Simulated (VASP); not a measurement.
Te2Mo: single point with PBE exchange alone

The system is Te2Mo.

```
Te Mo
1.0
     6.37192    0.00000    0.00000
     0.00000    3.49197    0.00000
    -0.95307    0.00000   13.91920
Te Mo
8 4
Direct
  0.94370 0.75000 0.60450
  0.05630 0.25000 0.39550
  0.90300 0.25000 0.85140
  0.09700 0.75000 0.14860
  0.41120 0.75000 0.89550
  0.58880 0.25000 0.10450
  0.44320 0.25000 0.64840
  0.55680 0.75000 0.35160
  0.81670 0.75000 0.99260
  0.18330 0.25000 0.00740
  0.68190 0.25000 0.49340
  0.31810 0.75000 0.50660
```

* Program: VASP 6.6.1
* Task: single point
* Functional: PBE exchange alone
* Potentials or basis: VASP PAW PBE potentials, release 64 (Te, Mo_sv)
* Cutoff: 520 eV
* k mesh: 4 × 8 × 2
* Occupations: fermi-dirac, width 0.05 eV
* Spin: no spin polarisation

```
Pressure               : 14.0 GPa
Largest force          : 0.899 eV/Å
Band gap on the k mesh : zero (band 52 reaches 9.61 eV, above the bottom of band 53 at 9.47 eV)
```

Forces in eV/Å, atoms in the order of the input:
```
Te   0.076  0.000  0.728
Te  -0.076  0.000 -0.728
Te  -0.030  0.000 -0.899
Te   0.030  0.000  0.899
Te   0.035  0.000 -0.683
Te  -0.035  0.000  0.683
Te  -0.074  0.000  0.859
Te   0.074  0.000 -0.859
Mo  -0.020  0.000  0.000
Mo   0.020  0.000  0.000
Mo  -0.082  0.000  0.012
Mo   0.082  0.000 -0.012
```

Stress tensor (GPa, compression positive):
```
14.14  0.00  0.08
 0.00 14.59  0.00
 0.08  0.00 13.31
```

Levels at points of the mesh, in eV from the Fermi level:
```tsv
k point	band 50	band 51	band 52	band 53	band 54	band 55
(0.00, 0.00, 0.00)	-0.12	0.07	0.10	0.45	0.68	0.83
(0.50, 0.00, 0.00)	-0.82	-0.64	-0.56	-0.03	0.03	0.83
(0.00, 0.50, 0.00)	-1.48	-1.43	-1.43	1.03	1.03	1.14
(0.50, 0.50, 0.00)	-1.01	-0.93	-0.93	0.99	0.99	1.04
(0.00, 0.00, 0.50)	-0.05	-0.03	-0.03	0.47	0.57	0.85
(0.50, 0.00, 0.50)	-0.81	-0.64	-0.42	0.01	0.06	0.79
(0.00, 0.50, 0.50)	-1.52	-1.44	-1.44	1.02	1.02	1.13
(0.50, 0.50, 0.50)	-1.01	-0.93	-0.93	1.00	1.00	1.01
```

It took 25 min on 1 thread of Oxide Virtual Turin-like Processor (shared host), peak memory 0.63 GiB.

Caveat: spin-orbit coupling is left out, which moves the levels of the heavy elements.
